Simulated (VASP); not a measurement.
# PbS (rocksalt type) (Fm-3m) in VASP: further runs

Runs on PbS (rocksalt type). Level: PBE. Tasks: single point, relaxation of cell and atoms.

All numbers are computed with VASP 6.6.1; they aren't measurements. Logs are shortened: lines on timing, memory, paths and dates and some standing lists are left out, and cuts for length are marked.

## Step 1: The cell of the first run

The structure is cubic, space group Fm-3m (No. 225). Conventional cell: a = 6.008 Å, b = 6.008 Å, c = 6.008 Å, α = 90.00°, β = 90.00°, γ = 90.00°. Within 4.0 Å of Pb (site symmetry m-3m) lie 6 S at 3.00 Å. Within 4.0 Å of S (site symmetry m-3m) lie 6 Pb at 3.00 Å.

## Step 2: Single point, PBE

File INCAR:

```
  PREC = Accurate
  ENCUT = 520
  EDIFF = 1E-6
  ISMEAR = -1
  SIGMA = 0.08
  LREAL = False
  LASPH = True
  NELM = 80
  ALGO = Normal
  ISIF = 2
  LWAVE = False
  LCHARG = True
  GGA = PE
  LELF = True
  LVHAR = True
  NBANDS = 17
```

File KPOINTS:

```
Automatic mesh
0
Gamma
  13 13 13
```

File POSCAR:

```
PbS
1.0
    0.0000000000      3.0042276229      3.0042276229
    3.0042276229      0.0000000000      3.0042276229
    3.0042276229      3.0042276229      0.0000000000
Pb S
1 1
Direct
    0.0000000000      0.0000000000      0.0000000000
    0.5000000000      0.5000000000      0.5000000000
```

Potentials or basis: VASP PAW PBE potentials, release 64 (Pb_d, S).

The run is started by

```bash
$ cat potpaw_PBE.64/Pb_d/POTCAR potpaw_PBE.64/S/POTCAR > POTCAR
$ mpirun -np 1 vasp_std > vasp.out
```

OUTCAR:

```text
PREC = Accurate
   ENCUT = 520
   EDIFF = 1E-6
   ISMEAR = -1
   LREAL = False
   LASPH = True
   NELM = 80
   ISIF = 2
   GGA = PE

 ion  position               nearest neighbor table
   1  0.000  0.000  0.000-   2 3.00   2 3.00   2 3.00   2 3.00   2 3.00   2 3.00
   2  0.500  0.500  0.500-   1 3.00   1 3.00   1 3.00   1 3.00   1 3.00   1 3.00

  LATTYP: Found a face centered cubic cell.
 ALAT       =     6.0084552458

  Lattice vectors:

 A1 = (   0.0000000000,   3.0042276229,   3.0042276229)
 A2 = (   3.0042276229,   0.0000000000,   3.0042276229)
 A3 = (   3.0042276229,   3.0042276229,   0.0000000000)

Analysis of symmetry for initial positions (statically):
=====================================================================
 Subroutine PRICEL returns:
 Original cell was already a primitive cell.

 Routine SETGRP: Setting up the symmetry group for a
 face centered cubic supercell.

 Subroutine GETGRP returns: Found 48 space group operations
 (whereof 48 operations were pure point group operations)
 out of a pool of 48 trial point group operations.

The static configuration has the point symmetry O_h .

Analysis of symmetry for dynamics (positions and initial velocities):
=====================================================================
 Subroutine PRICEL returns:
 Original cell was already a primitive cell.

 Routine SETGRP: Setting up the symmetry group for a
 face centered cubic supercell.

 Subroutine GETGRP returns: Found 48 space group operations
 (whereof 48 operations were pure point group operations)
 out of a pool of 48 trial point group operations.

The dynamic configuration has the point symmetry O_h .

 Subroutine INISYM returns: Found 48 space group operations
 (whereof 48 operations are pure point group operations),
 and found     1 'primitive' translations

----------------------------------------------------------------------------------------

                                     Primitive cell

  volume of cell :      54.2286

  direct lattice vectors                    reciprocal lattice vectors
     0.000000000  3.004227623  3.004227623    -0.166432129  0.166432129  0.166432129
     3.004227623  0.000000000  3.004227623     0.166432129 -0.166432129  0.166432129
     3.004227623  3.004227623  0.000000000     0.166432129  0.166432129 -0.166432129

  length of vectors
     4.248619449  4.248619449  4.248619449     0.288268904  0.288268904  0.288268904

  position of ions in fractional coordinates (direct lattice)
[... 72 lines left out ...]
   ICHARG =      2    charge: 1-file 2-atom 10-const
   ISPIN  =      1    spin polarized calculation?
   LNONCOLLINEAR =      F non collinear calculations
   LSORBIT =      F    spin-orbit coupling
   LASPH  =      T    aspherical Exc in radial PAW
   ENCUT  =  520.0 eV  38.22 Ry    6.18 a.u.   7.90  7.90  7.90*2*pi/ulx,y,z
   NELM   =     80;   NELMIN=  2; NELMDL= -5     # of ELM steps
   EDIFF  = 0.1E-05   stopping-criterion for ELM
   LREAL  =      F    real-space projection
   EDIFFG = 0.1E-04   stopping-criterion for IOM
   NSW    =      0    number of steps for IOM
   IBRION =     -1    ionic relax: 0-MD 1-quasi-New 2-CG
   NFREE  =      0    steps in history (QN), initial steepest desc. (CG)
   ISIF   =      2    stress and relaxation
   ISYM   =      2    0-nonsym 1-usesym 2-fastsym
   POTIM  = 0.5000    time-step for ionic-motion
   TEBEG  =    0.0;   TEEND  =   0.0 temperature during run
   PSTRESS=    0.0 pullay stress
   NELECT =      20.0000    total number of electrons
   NUPDOWN=      -1.0000    fix difference up-down
   EMIN   =  10.00;   EMAX   =-10.00  energy-range for DOS
   EFERMI =   0.00;   METHOD = LEGACY
   ISMEAR =    -1;   SIGMA  =   0.08  broadening in eV -4-tet -1-fermi 0-gaus
   EFERMI_NEDOS =   21; number of points for ismear=-14 and -15
   IALGO  =     38    algorithm
   IMIX   =      4    mixing-type and parameters
     AMIX     =   0.40;   BMIX     =  1.00
     AMIX_MAG =   1.60;   BMIX_MAG =  1.00
  volume/ion in A,a.u.               =      27.11       182.98
  Fermi-wavevector in a.u.,A,eV,Ry     =   1.174020  2.218575 18.753208  1.378322
  Thomas-Fermi vector in A             =   2.310423
   LORBIT       =      0    0 simple, 1 ext, 2 COOP (PROOUT), +10 PAW based schemes
   GGA     = PE    functional components
   LHFCALC =     F    Hartree Fock is set to
   AEXX    =    0.0000 exact exchange contribution
   IVDW    =     0    specifies the selected vdW correction
   LEPSILON=     F    determine dielectric tensor
   LRPA    =     F    only Hartree local field effects (RPA)
 non-spin polarized calculation
  energy-cutoff  :      520.00
  volume of cell :       54.23
 maximum number of plane-waves:      1476
   NGX = 15   NGY = 15   NGZ = 15

 number of electron      20.0000003 magnetization

 Free energy of the ion-electron system (eV)
  ---------------------------------------------------
  ext. energy  EPLUGINS =         0.00000000
  ---------------------------------------------------
  free energy    TOTEN  =        -8.76948347 eV

  energy without entropy =       -8.76935562  energy(sigma->0) =       -8.76941955

 E-fermi :   5.5456     XC(G=0):  -9.5015

 val. band max:        5.2024009656   @ k =   0.4615   0.0000   0.0000
 cond. band min:       5.8855780249   @ k =   0.4615   0.0000   0.0000
 fundamental gap:      0.6831770592
 Fermi energy:         5.5455862526

 k-point     1 :       0.0000    0.0000    0.0000
  band No.  band energies     occupation
      1     -11.4440      2.00000
      2     -11.4440      2.00000
      3     -11.4440      2.00000
      4     -11.4267      2.00000
      5     -11.4267      2.00000
      6      -7.9327      2.00000
[... 457 lines left out ...]
      4     -11.4140      2.00000
      5     -11.3997      2.00000
      6      -6.7913      2.00000
[... 9 lines left out ...]
     16      15.8391      0.00000
     17      16.0996      0.00000

 [... further k-points ...]
[... 5 lines left out ...]
  --------------------------------------------------------------------------------------
  -------------------------------------------------------------------------------------
  Total       -0.0193792     -0.0193792     -0.0193792      0.0000000      0.0000000      0.0000000
  in kB       -0.5725568     -0.5725568     -0.5725568      0.0000000      0.0000000      0.0000000
  external PRESSURE =      -0.5725568 kB  Pullay stress =       0.0000000 kB

 VOLUME and BASIS-vectors are now :
 -----------------------------------------------------------------------------
  energy-cutoff  :      520.00
  volume of cell :       54.23
      direct lattice vectors                 reciprocal lattice vectors
     0.000000000  3.004227623  3.004227623    -0.166432129  0.166432129  0.166432129
     3.004227623  0.000000000  3.004227623     0.166432129 -0.166432129  0.166432129
     3.004227623  3.004227623  0.000000000     0.166432129  0.166432129 -0.166432129

 POSITION                                       TOTAL-FORCE (eV/Angst)
 -----------------------------------------------------------------------------------
      0.00000      0.00000      0.00000         0.000000      0.000000     -0.000000
      3.00423      3.00423      3.00423         0.000000      0.000000      0.000000
 -----------------------------------------------------------------------------------
    total drift:                                0.000000     -0.000000     -0.000000

  FREE ENERGIE OF THE ION-ELECTRON SYSTEM (eV)
  ---------------------------------------------------
  free  energy   TOTEN  =        -8.7694834743 eV

  energy  without entropy=       -8.7693556246  energy(sigma->0) =       -8.76941955
```

OSZICAR:

```text
N       E                     dE             d eps       ncg     rms          rms(c)
DAV:   1     0.159115901520E+03    0.15912E+03   -0.96582E+03  2888   0.122E+03
DAV:   2     0.307234393725E+01   -0.15604E+03   -0.14951E+03  3076   0.312E+02
DAV:   3    -0.895832976618E+01   -0.12031E+02   -0.11933E+02  3691   0.918E+01
DAV:   4    -0.927523689898E+01   -0.31691E+00   -0.31654E+00  3572   0.163E+01
DAV:   5    -0.928734635697E+01   -0.12109E-01   -0.12108E-01  4184   0.312E+00    0.437E+00
DAV:   6    -0.876435606840E+01    0.52299E+00   -0.15192E+00  4462   0.801E+00    0.306E+00
DAV:   7    -0.876601765929E+01   -0.16616E-02   -0.14699E-01  3400   0.188E+00    0.181E+00
DAV:   8    -0.876991904640E+01   -0.39014E-02   -0.17905E-02  3315   0.140E+00    0.341E-01
DAV:   9    -0.876925459598E+01    0.66445E-03   -0.40652E-03  4461   0.531E-01    0.926E-02
DAV:  10    -0.876947770715E+01   -0.22311E-03   -0.42264E-04  3196   0.116E-01    0.698E-02
DAV:  11    -0.876948246647E+01   -0.47593E-05   -0.64543E-05  4046   0.866E-02    0.161E-02
DAV:  12    -0.876948348672E+01   -0.10202E-05   -0.43198E-06  3696   0.208E-02    0.378E-03
DAV:  13    -0.876948347429E+01    0.12432E-07   -0.18855E-07  2290   0.484E-03
   1 F= -.87694835E+01 E0= -.87694195E+01  d E =-.127850E-03
```

It took 25 s on 1 thread of Intel Xeon 6975P-C (Granite Rapids), shared host; peak memory 0.22 GiB.

Results:

- Free energy: -8.7695 eV
- Pressure: -0.1 GPa

Caveat: this odd mesh misses L, where the gap lies, so gap, dielectric constants and Born charges aren't listed; spin-orbit coupling is left out, which moves the levels of the heavy elements.

## Step 3: Relaxation of cell and atoms, PBE

This run uses another cell than the first one, of 19.54 Å³/atom, 0.721 times its volume.

File INCAR:

```
PREC = Accurate
ENCUT = 600
EDIFF = 1E-6
ISMEAR = -1
SIGMA = 0.08
LREAL = False
LASPH = True
NELM = 60
ALGO = Normal
ISIF = 3
LWAVE = False
LCHARG = False
GGA = PE
IBRION = 2
NSW = 60
EDIFFG = -0.005
```

KPOINTS is that of step 2.

File POSCAR:

```
PbS
1.0
    0.0000000000      2.6934405028      2.6934405028
    2.6934405028      0.0000000000      2.6934405028
    2.6934405028      2.6934405028      0.0000000000
Pb S
1 1
Direct
    0.0000000000      0.0000000000      0.0000000000
    0.5000000000      0.5000000000      0.5000000000
```

Potentials or basis: VASP PAW PBE potentials, release 64 (Pb_d, S).

The run is started by

```bash
$ cat potpaw_PBE.64/Pb_d/POTCAR potpaw_PBE.64/S/POTCAR > POTCAR
$ mpirun -np 1 vasp_std > vasp.out
```

Run time: 54 s. Hardware: 1 thread of Intel Xeon 6975P-C (Granite Rapids), shared host; peak memory 0.21 GiB.

Results (log left out):

```yaml
Free_energy: -8.7639 eV
Relaxed_volume: 27.09 Å³/atom
Relaxed_cell: a = 4.247 Å, b = 4.247 Å, c = 4.247 Å, α = 60.00°, β = 60.00°, γ = 60.00°
Space_group_after_relaxing_to_0.05_Å: Fm-3m (No. 225)
Energy_gained_by_relaxing: 611.4 meV/atom
Ionic_steps: 3
Pressure_after_relaxing: 0.0 GPa
```

The path:
| step | energy change (eV) | largest force (eV/Å) | pressure (GPa) | volume (Å³) |
| --- | --- | --- | --- | --- |
| 1 | 0.0000 | 0.0000 | 34.35 | 39.08 |
| 2 | -0.8431 | 0.0000 | -7.23 | 67.89 |
| 3 | -1.2227 | 0.0000 | 0.01 | 54.18 |

Final structure:
```cif
data_structure
_symmetry_space_group_name_H-M 'P 1'
_symmetry_Int_Tables_number 1
_cell_length_a 4.2474
_cell_length_b 4.2474
_cell_length_c 4.2474
_cell_angle_alpha 60.000
_cell_angle_beta 60.000
_cell_angle_gamma 60.000
_cell_volume 54.18
loop_
_atom_site_label
_atom_site_type_symbol
_atom_site_fract_x
_atom_site_fract_y
_atom_site_fract_z
_atom_site_occupancy
Pb1 Pb 0.00000 0.00000 0.00000 1
S1 S 0.50000 0.50000 0.50000 1
```

Levels at points of the mesh, in eV from the Fermi level:
| k point | band 7 | band 8 | band 9 | band 10 | band 11 | band 12 | band 13 | band 14 |
| --- | --- | --- | --- | --- | --- | --- | --- | --- |
| (0.00, 0.00, 0.00) | -6.33 | -2.21 | -2.21 | -2.21 | 4.88 | 4.88 | 4.88 | 6.60 |

Caveat: this odd mesh misses L, where the gap lies, so gap, dielectric constants and Born charges aren't listed; the volume moved by over 15 % at a fixed basis, so the end points are rough; spin-orbit coupling is left out, which moves the levels of the heavy elements.
